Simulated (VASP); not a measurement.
Pb:

```
Pb
1.0
     0.00000    3.43900    3.43900
     3.43900    0.00000    3.43900
     3.43900    3.43900    0.00000
Pb
2
Direct
  0.25000 0.25000 0.25000
  0.00000 0.00000 0.00000
```

| Quantity | Value |
| --- | --- |
| Program | VASP 6.6.1 |
| Task | relaxation of cell and atoms |
| Functional | PBE |
| Dispersion | D3(BJ) |
| Potentials or basis | VASP PAW PBE potentials, release 64 (Pb_d) |
| Cutoff | 600 eV |
| k mesh | 7 × 7 × 7 |
| Occupations | fermi-dirac, width 0.05 eV |
| Spin | no spin polarisation |

At the start: pressure 1.1 GPa; volume 40.67 Å³/atom.

**Question.** How do energy, volume and symmetry change on relaxing?

**Answer.** Over 3 steps the energy falls by 5.0 meV/atom and the volume is 42.22 Å³/atom (+3.8 %); space group Fd-3m (No. 227, to 0.05 Å).

The path:
| step | energy change (eV) | largest force (eV/Å) | pressure (GPa) | volume (Å³) |
| --- | --- | --- | --- | --- |
| 1 | 0.0000 | 0.0000 | 1.10 | 81.34 |
| 2 | -0.0099 | 0.0000 | -0.07 | 84.67 |
| 3 | -0.0100 | 0.0000 | -0.01 | 84.43 |

Final structure:
```
Pb
1.0
     0.00000    3.48199    3.48199
     3.48199    0.00000    3.48199
     3.48199    3.48199    0.00000
Pb
2
Cartesian
  1.7410 1.7410 1.7410
  0.0000 0.0000 0.0000
```

Caveat: pairwise dispersion overbinds metals, which lowers pressure and volume.
